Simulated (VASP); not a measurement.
# In (P6/mmm) in VASP: further runs

In is run at these levels: PBE; tasks: single point.

All numbers are computed with VASP 6.6.1; they aren't measurements. Logs are shortened: lines on timing, memory, paths and dates and some standing lists are left out, and cuts for length are marked.

**1. The cell of the first run**

Symmetry: P6/mmm, No. 191, hexagonal system. The conventional cell has a = 4.333 Å, b = 4.333 Å, c = 2.583 Å, α = 90.00°, β = 90.00°, γ = 120.00°. Within 3.4 Å of In (site symmetry 6/mmm) lie 14 In at 2.58 to 2.82 Å. In (site symmetry -6m2) has 11 In at 2.50 to 2.82 Å within 3.3 Å.

**2. Single point, PBE**

The input, INCAR:

```
ALGO = Normal
EDIFF = 1E-6
ENCUT = 520
GGA = PE
ISIF = 2
ISMEAR = -1
LASPH = T
LCHARG = F
LREAL = F
LWAVE = F
NBANDS = 26
NELM = 80
PREC = Accurate
SIGMA = 0.08
```

The input, KPOINTS:

```
k-points
0
Gamma
  9 9 12
```

The input, POSCAR:

```
In
1.0
    4.3334917294      0.0000000000      0.0000000000
   -2.1667458647      3.7529139248      0.0000000000
    0.0000000000      0.0000000000      2.5833197494
In
3
Direct
    0.0000000000      0.0000000000      0.0000000000
    0.3333333333      0.6666666667      0.5000000000
    0.6666666667      0.3333333333      0.5000000000
```

Potentials or basis: VASP PAW PBE potentials, release 64 (In_d).

Started as:

```sh
$ cat potpaw_PBE.64/In_d/POTCAR > POTCAR
$ mpirun -np 1 vasp_std > vasp.out
```

OUTCAR:

```text
EDIFF = 1E-6
   ENCUT = 520
   GGA = PE
   ISIF = 2
   ISMEAR = -1
   LASPH = T
   LREAL = F
   NELM = 80
   PREC = Accurate

 ion  position               nearest neighbor table
   1  0.000  0.000  0.000-   2 2.82   3 2.82   2 2.82   3 2.82   3 2.82   3 2.82   2 2.82   2 2.82
                             3 2.82   3 2.82   2 2.82   2 2.82
   2  0.333  0.667  0.500-   3 2.50   3 2.50   3 2.50   1 2.82   1 2.82   1 2.82   1 2.82   1 2.82
                             1 2.82   3 3.60   3 3.60   3 3.60   3 3.60   3 3.60   3 3.60
   3  0.667  0.333  0.500-   2 2.50   2 2.50   2 2.50   1 2.82   1 2.82   1 2.82   1 2.82   1 2.82
                             1 2.82   2 3.60   2 3.60   2 3.60   2 3.60   2 3.60   2 3.60

  LATTYP: Found a hexagonal cell.
 ALAT       =     4.3334917294
 C/A-ratio  =     0.5961289211

  Lattice vectors:

 A1 = (   4.3334917294,   0.0000000000,   0.0000000000)
 A2 = (  -2.1667458647,   3.7529139248,   0.0000000000)
 A3 = (   0.0000000000,   0.0000000000,   2.5833197494)

Analysis of symmetry for initial positions (statically):
=====================================================================
 Subroutine PRICEL returns:
 Original cell was already a primitive cell.

 Routine SETGRP: Setting up the symmetry group for a
 hexagonal supercell.

 Subroutine GETGRP returns: Found 24 space group operations
 (whereof 24 operations were pure point group operations)
 out of a pool of 24 trial point group operations.

The static configuration has the point symmetry D_6h.

Analysis of symmetry for dynamics (positions and initial velocities):
=====================================================================
 Subroutine PRICEL returns:
 Original cell was already a primitive cell.

 Routine SETGRP: Setting up the symmetry group for a
 hexagonal supercell.

 Subroutine GETGRP returns: Found 24 space group operations
 (whereof 24 operations were pure point group operations)
 out of a pool of 24 trial point group operations.

The dynamic configuration has the point symmetry D_6h.

 Subroutine INISYM returns: Found 24 space group operations
 (whereof 24 operations are pure point group operations),
 and found     1 'primitive' translations

----------------------------------------------------------------------------------------

                                     Primitive cell

  volume of cell :      42.0131

[... 80 lines left out ...]
 SYSTEM =  unknown system
   PREC   = accura    normal or accurate (medium, high low for compatibility)
   ISTART =      0    job   : 0-new  1-cont  2-samecut
   ICHARG =      2    charge: 1-file 2-atom 10-const
   ISPIN  =      1    spin polarized calculation?
   LNONCOLLINEAR =      F non collinear calculations
   LSORBIT =      F    spin-orbit coupling
   LASPH  =      T    aspherical Exc in radial PAW
   ENCUT  =  520.0 eV  38.22 Ry    6.18 a.u.   8.06  8.06  4.80*2*pi/ulx,y,z
   NELM   =     80;   NELMIN=  2; NELMDL= -5     # of ELM steps
   EDIFF  = 0.1E-05   stopping-criterion for ELM
   LREAL  =      F    real-space projection
   EDIFFG = 0.1E-04   stopping-criterion for IOM
   NSW    =      0    number of steps for IOM
   IBRION =     -1    ionic relax: 0-MD 1-quasi-New 2-CG
   NFREE  =      0    steps in history (QN), initial steepest desc. (CG)
   ISIF   =      2    stress and relaxation
   ISYM   =      2    0-nonsym 1-usesym 2-fastsym
   POTIM  = 0.5000    time-step for ionic-motion
   TEBEG  =    0.0;   TEEND  =   0.0 temperature during run
   PSTRESS=    0.0 pullay stress
   NELECT =      39.0000    total number of electrons
   NUPDOWN=      -1.0000    fix difference up-down
   EMIN   =  10.00;   EMAX   =-10.00  energy-range for DOS
   EFERMI =   0.00;   METHOD = LEGACY
   ISMEAR =    -1;   SIGMA  =   0.08  broadening in eV -4-tet -1-fermi 0-gaus
   EFERMI_NEDOS =   21; number of points for ismear=-14 and -15
   IALGO  =     38    algorithm
   IMIX   =      4    mixing-type and parameters
     AMIX     =   0.40;   BMIX     =  1.00
     AMIX_MAG =   1.60;   BMIX_MAG =  1.00
  volume/ion in A,a.u.               =      14.00        94.51
  Fermi-wavevector in a.u.,A,eV,Ry     =   1.596987  3.017868 34.699868  2.550368
  Thomas-Fermi vector in A             =   2.694664
   LORBIT       =      0    0 simple, 1 ext, 2 COOP (PROOUT), +10 PAW based schemes
   GGA     = PE    functional components
   LHFCALC =     F    Hartree Fock is set to
   AEXX    =    0.0000 exact exchange contribution
   IVDW    =     0    specifies the selected vdW correction
   LEPSILON=     F    determine dielectric tensor
   LRPA    =     F    only Hartree local field effects (RPA)
 non-spin polarized calculation
  energy-cutoff  :      520.00
  volume of cell :       42.01
 maximum number of plane-waves:      1154
   NGX = 17   NGY = 17   NGZ =  9

 number of electron      38.9999988 magnetization

 Free energy of the ion-electron system (eV)
  ---------------------------------------------------
  ext. energy  EPLUGINS =         0.00000000
  ---------------------------------------------------
  free energy    TOTEN  =         1.52388781 eV

  energy without entropy =        1.54607898  energy(sigma->0) =        1.53498340

 E-fermi :  17.8420     XC(G=0): -13.6089

 val. band max:       17.8355584916   @ k =   0.2222   0.1111   0.0000
 cond. band min:      17.8683045369   @ k =   0.4444   0.1111   0.3333
 fundamental gap:      0.0327460452
 Fermi energy:        17.8419723583

 k-point     1 :       0.0000    0.0000    0.0000
  band No.  band energies     occupation
      1      -0.2116      2.00000
      2       0.7317      2.00000
      3       0.7917      2.00000
      4       1.0304      2.00000
      5       1.0304      2.00000
      6       1.3096      2.00000
[... 685 lines left out ...]
     25      27.9151      0.00000
     26      27.9660      0.00000

 [... further k-points ...]
[... 5 lines left out ...]
  --------------------------------------------------------------------------------------
  -------------------------------------------------------------------------------------
  Total       36.8263888     36.8263888     36.8308233      0.0000000     -0.0000000      0.0000000
  in kB     1404.3810999   1404.3810999   1404.5502115      0.0000000     -0.0000000      0.0000000
  external PRESSURE =    1404.4374704 kB  Pullay stress =       0.0000000 kB

 VOLUME and BASIS-vectors are now :
 -----------------------------------------------------------------------------
  energy-cutoff  :      520.00
  volume of cell :       42.01
      direct lattice vectors                 reciprocal lattice vectors
     4.333491729  0.000000000  0.000000000     0.230760796  0.133229808  0.000000000
    -2.166745865  3.752913925  0.000000000     0.000000000  0.266459615  0.000000000
     0.000000000  0.000000000  2.583319749     0.000000000  0.000000000  0.387098810

 POSITION                                       TOTAL-FORCE (eV/Angst)
 -----------------------------------------------------------------------------------
      0.00000      0.00000      0.00000        -0.000000      0.000000      0.000000
     -0.00000      2.50194      1.29166         0.000000      0.000000      0.000000
      2.16675      1.25097      1.29166        -0.000000      0.000000      0.000000
 -----------------------------------------------------------------------------------
    total drift:                               -0.000000      0.000000      0.000000

  FREE ENERGIE OF THE ION-ELECTRON SYSTEM (eV)
  ---------------------------------------------------
  free  energy   TOTEN  =         1.5238878146 eV

  energy  without entropy=        1.5460789819  energy(sigma->0) =        1.53498340
```

stdout:

```text
POSCAR found type information on POSCAR In
 POSCAR found :  1 types and       3 ions
 scaLAPACK will be used
 LDA part: xc-table for (Slater+PW92), standard interpolation
 POSCAR, INCAR and KPOINTS ok, starting setup
 FFT: planning ... GRIDC
 FFT: planning ... GRID_SOFT
 FFT: planning ... GRID
 WAVECAR not read
 entering main loop
```

Wall time 24 s (1 thread of Intel Xeon 6975P-C (Granite Rapids), shared host); peak memory 0.19 GiB.

Results:

- Free energy: 1.5239 eV
- Pressure: 140.4 GPa

Caveat: spin-orbit coupling is left out, which moves the levels of the heavy elements.

**3. Single point, PBE**

The input, INCAR:

```
PREC = Accurate
ENCUT = 520
EDIFF = 1E-7
ISMEAR = -1
SIGMA = 0.08
LREAL = False
LASPH = True
NELM = 80
ALGO = Normal
ISIF = 2
LWAVE = False
LCHARG = False
GGA = PE
NBANDS = 26
```

The input, KPOINTS:

```
Automatic mesh
0
Gamma
  9 9 12
```

The input, POSCAR:

```
In
1.0
    4.3332341077      0.0000000000      0.0000000000
   -2.1666170538      3.7526908178      0.0000000000
    0.0000000000      0.0000000000      2.5832304409
In
3
Direct
    0.0000000000      0.0000000000      0.0000000000
    0.3333333333      0.6666666667      0.5000000000
    0.6666666667      0.3333333333      0.5000000000
```

Potentials or basis: VASP PAW PBE potentials, release 64 (In_d).

Started as:

```sh
$ cat potpaw_PBE.64/In_d/POTCAR > POTCAR
$ mpirun -np 1 vasp_std > vasp.out
```

Wall time 26 s (1 thread of Intel Xeon 6975P-C (Granite Rapids), shared host); peak memory 0.2 GiB.

Results (log left out):

| Item | Value |
| --- | --- |
| Free energy | 1.5295 eV |
| Pressure | 140.5 GPa |

Levels at points of the mesh, in eV from the Fermi level:
| k point | band 17 | band 18 | band 19 | band 20 | band 21 | band 22 |
| --- | --- | --- | --- | --- | --- | --- |
| (0.00, 0.00, 0.00) | -2.73 | -2.73 | -2.70 | -2.70 | -2.13 | -1.89 |
| (0.00, 0.00, 0.50) | -8.33 | 0.89 | 1.16 | 1.16 | 1.89 | 2.47 |

Caveat: spin-orbit coupling is left out, which moves the levels of the heavy elements.
